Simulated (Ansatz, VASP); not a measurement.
# TaWC2: VASP beside Ansatz

INCAR

```
ALGO = Normal ; EDIFF = 1E-6
ENCUT = 520 ; ISIF = 2
ISMEAR = -1 ; LASPH = T
LCHARG = F ; LREAL = F
LWAVE = F ; NBANDS = 24
NELM = 60 ; PREC = Accurate
SIGMA = 0.05
```

The input KPOINTS:

```
k-points
0
Gamma
  10 10 10
```

The input POSCAR:

```
TaWC2
1.0
    1.5397674660      0.8889851610      4.9974757625
   -1.5397674660      0.8889851610      4.9974757625
    0.0000000000     -1.7779703220      4.9974757625
W Ta C
1 1 2
Direct
    0.0000000000      0.0000000000      0.0000000000
    0.5000000000      0.5000000000      0.5000000000
    0.2509330000      0.2509330000      0.2509330000
    0.7490670000      0.7490670000      0.7490670000
```

File input.yaml:

```yaml
crystal:
  lattice:
    - [1.539767466, 0.888985161, 4.9974757625]
    - [-1.539767466, 0.888985161, 4.9974757625]
    - [0.0, -1.777970322, 4.9974757625]
  atoms:
    - { symbol: W, position: [0.0, 0.0, 0.0] }
    - { symbol: Ta, position: [0.5, 0.5, 0.5] }
    - { symbol: C, position: [0.250933, 0.250933, 0.250933] }
    - { symbol: C, position: [0.749067, 0.749067, 0.749067] }
hamiltonian:
  xc: lda
  pseudopotentials: { kind: paw }
kpoints:
  mp_grid: { grid: [10, 10, 10] }
scf:
  occupations: { method: fermi_dirac, width: 0.05 }
output:
  forces: true
  stress: true
  eigenvalues: true
  write_density: true
  write_potential: true
  elf: true
  volumetric_format: npy
```

Alike in both runs: task single point; functional LDA; k mesh 10 × 10 × 10; occupations fermi-dirac, width 0.05 eV; no spin polarisation.

```csv
,VASP,Ansatz
version,VASP 6.6.1,Ansatz 0.2.0
potentials or method,"VASP PAW LDA potentials, release 64 (W_sv, Ta_pv, C)",Ansatz PAW
plane-wave cutoff (eV),520,420
valence electrons in the cell,33,35
```

|  | VASP | Ansatz | Ansatz less VASP |
| --- | --- | --- | --- |
| gap on the k mesh at the Fermi level (eV) | none | none | - |
| pressure (GPa) | 7.6 | 5.4 | -2.25 |
| rms of the force components (eV/Å) | 0.040 | 0.039 | -0.0011 |

LDA's correlation is that of Perdew and Zunger in VASP and of Perdew and Wang (1992) in Ansatz. Atom by atom the forces differ by 0.001 eV/Å (rms over components). A gap of «none» marks a metal or a gap that the smearing closes. VASP's potentials hold 33 valence electrons a cell and Ansatz's 35, so a difference there can come from the potentials and not from the codes.

Neither program's run includes spin-orbit coupling.
